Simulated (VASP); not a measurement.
Write the native input for VASP 6.6.1 that does the following.

```yaml
Task: relaxation of cell and atoms
Functional: PBEsol
Potentials_or_basis: VASP PAW PBE potentials, release 64 (Al)
Cutoff: 600 eV
k_mesh: 14 × 14 × 14
Occupations: gaussian, width 0.15 eV
Spin: no spin polarisation
Dipole_correction: no
Further_INCAR_settings: ALGO = Fast; EDIFF = 1e-06; IBRION = 2; EDIFFG = -0.01; NSW = 100; ISIF = 3
```

The structure of Al lies in POSCAR:

```
Al
1.0
   -1.5030572949      1.4413990172      1.5909350051
    1.7789469879     -1.3924735229      1.8178992038
    1.5600187907      1.4494350187     -1.5420095108
Al
1
Direct
    0.0000000000      0.0000000000      0.0000000000
```

This cell differs from its parent crystal: cell sheared at random, sigma 0.1, atoms nudged by 0.01 Å.

These files were run (other wordings do the same):

INCAR

```
ALGO = Fast
EDIFF = 1E-6
EDIFFG = -0.01
ENCUT = 600
GGA = PS
IBRION = 2
ISIF = 3
ISMEAR = 0
LASPH = True
LCHARG = False
LREAL = False
LWAVE = False
NELM = 60
NSW = 100
PREC = Accurate
SIGMA = 0.15
```

KPOINTS

```
k-points
0
Gamma
  14 14 14
```

Potentials or basis: VASP PAW PBE potentials, release 64 (Al).

Run with:

```console
$ cat potpaw_PBE.64/Al/POTCAR > POTCAR
$ mpirun -np 1 vasp_std > vasp.out
```

Results of the run:

```yaml
Relaxed_volume: 16.16 Å³/atom
Relaxed_cell: a = 2.835 Å, b = 2.847 Å, c = 2.857 Å, α = 119.88°, β = 120.70°, γ = 90.01°
Space_group_after_relaxing_to_0.05_Å: R-3m (No. 166)
Energy_gained_by_relaxing: 148.8 meV/atom
Ionic_steps: 23
Pressure_after_relaxing: 0.0 GPa
```

Caveat: the cell differs from its parent crystal (cell sheared at random, sigma 0.1, atoms nudged by 0.01 Å); the PAW data sets were made with another functional, which shifts forces and pressure a little.

It took 5.2 min on 1 thread of Intel(R) Xeon(R) 6975P-C (Granite Rapids), on a shared host, peak memory 0.32 GiB.
